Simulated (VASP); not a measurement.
The system is Be2C.

```
CELL_PARAMETERS angstrom
0.00000 2.16049 2.16049
2.16049 0.00000 2.16049
2.16049 2.16049 0.00000
ATOMIC_POSITIONS crystal
C 0.00000 0.00000 0.00000
Be 0.25000 0.25000 0.25000
Be 0.75000 0.75000 0.75000
```

Base run:

| Quantity | Value |
| --- | --- |
| Program | VASP 6.6.1 |
| Functional | PBE0 |
| Potentials or basis | VASP PAW PBE potentials, release 64 (C, Be) |
| Cutoff | 520 eV |
| k mesh | 8 × 8 × 8 |
| Occupations | gaussian, width 0.01 eV |
| Spin | no spin polarisation |

Its results: band gap on the k mesh 2.60 eV (least direct gap 5.82 eV); pressure -1.9 GPa.

Task: The run is repeated on the same cell with these changes: functional from PBE0 to HSE06. What comes out?

Result: Band gap on the k mesh 1.90 eV (least direct gap 5.13 eV); pressure -1.9 GPa.

Caveats: the PAW data sets were made with another functional, which shifts forces and pressure a little.

A k mesh can miss the band edges.
